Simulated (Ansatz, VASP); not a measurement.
# One calculation of MoW19, two programs

```
W Mo
1.0
     5.51436    0.00000    0.00000
    -1.83812    5.19899    0.00000
     0.00000    0.00000   21.00486
W Mo
19 1
Direct
  0.99986 0.99986 0.28974
  0.00012 0.49988 0.28975
  0.49988 0.00012 0.28975
  0.50014 0.50014 0.28974
  0.25000 0.25000 0.39268
  0.25000 0.75000 0.39264
  0.75000 0.25000 0.39264
  0.75000 0.75000 0.39261
  0.50009 0.50009 0.50008
  0.50009 0.99991 0.50010
  0.99991 0.50009 0.50010
  0.99991 0.99991 0.50008
  0.75000 0.25000 0.60756
  0.25000 0.75000 0.60756
  0.25000 0.25000 0.60723
  0.99947 0.99947 0.70975
  0.00059 0.49941 0.71037
  0.49941 0.00059 0.71037
  0.50053 0.50053 0.70975
  0.75000 0.75000 0.60755
```

Alike in both runs: functional PBE; k mesh 5 × 5 × 1; occupations methfessel-paxton of order 1, width 0.1 eV; no spin polarisation.

Ansatz relaxed the structure, and its values are those at the end. VASP's run is a single point on that final structure, the one shown.

|  | VASP | Ansatz |
| --- | --- | --- |
| version | VASP 6.6.1 | Ansatz 0.2.0 |
| potentials or method | VASP PAW PBE potentials, release 64 (W_sv, Mo_sv), cutoff 400 eV | scalar-relativistic, plane waves, PAW |
| valence electrons in the cell | 280 | 280 |

```csv
,VASP,Ansatz,Ansatz less VASP
gap on the k mesh at the Fermi level (eV),none,none,-
rms of the force components (eV/Å),0.011,0.003,-0.0080
```

A gap of «none» marks a metal or a gap that the smearing closes. Ansatz's warnings: vacuum density over bound.

Neither program's run includes spin-orbit coupling.
